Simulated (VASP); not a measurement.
Input of a VASP 6.6.1 run:

INCAR

```
ALGO     = Normal         # electronic algorithm
DIPOL    = 0.5 0.5 0.315
EDIFF    = 1E-7           # SCF threshold, eV
ENCUT    = 520            # plane-wave cutoff, eV
IDIPOL   = 3            
ISIF     = 2              # what is computed and relaxed
ISMEAR   = 0              # smearing method
LASPH    = T              # aspherical terms in the spheres
LCHARG   = F              # write CHGCAR
LDIPOL   = T            
LREAL    = F              # projectors in reciprocal space
LWAVE    = F              # write WAVECAR
NBANDS   = 33             # bands
NELM     = 100            # most SCF steps
PREC     = Accurate       # precision mode
SIGMA    = 0.1            # smearing width, eV
```

KPOINTS

```
k-points
0
Gamma
  6 6 1
```

POSCAR

```
TiAl3H
1.0
    5.0133158832      0.0000000000      0.0000000000
    2.1650041019      4.5217356605      0.0000000000
    0.0000000000      0.0000000000     22.0677223531
Al Ti H
6 2 2
Direct
    0.5000000000      0.0000000000      0.1812602105
    0.0000000000      0.5000000000      0.1812602105
    0.0000000000      0.0000000000      0.2418017965
    0.0000000000      0.5000000000      0.3061179612
    0.5000000000      0.0000000000      0.3061179612
    0.5000000000      0.5000000000      0.3655892631
    0.5000000000      0.5000000000      0.2418017965
    0.0000000000      0.0000000000      0.3624433202
    0.0000000000     -0.0748007923      0.4834083999
    0.0000000000      0.0748007923      0.4834083999
```

Potentials or basis: VASP PAW LDA potentials, release 64 (Al, Ti_sv, H).

Launch:

```bash
$ cat potpaw_LDA.64/Al/POTCAR potpaw_LDA.64/Ti_sv/POTCAR potpaw_LDA.64/H/POTCAR > POTCAR
$ mpirun -np 1 vasp_std > vasp.out
```

Q: Predict the largest force.

A: 0.991 eV/Å.

Q: Predict the band gap on the k mesh.

A: Zero (bands 22 and 23 overlap by 0.33 eV).

Forces in eV/Å, atoms in the order of the input:
```
Al   0.000  0.000  0.575
Al   0.000  0.000  0.574
Al   0.000  0.000 -0.705
Al   0.000  0.000  0.029
Al   0.000  0.000  0.014
Al   0.000  0.000 -0.036
Ti   0.000  0.000 -0.504
Ti   0.000  0.000  0.457
H   -0.346 -0.906 -0.202
H    0.346  0.906 -0.202
```
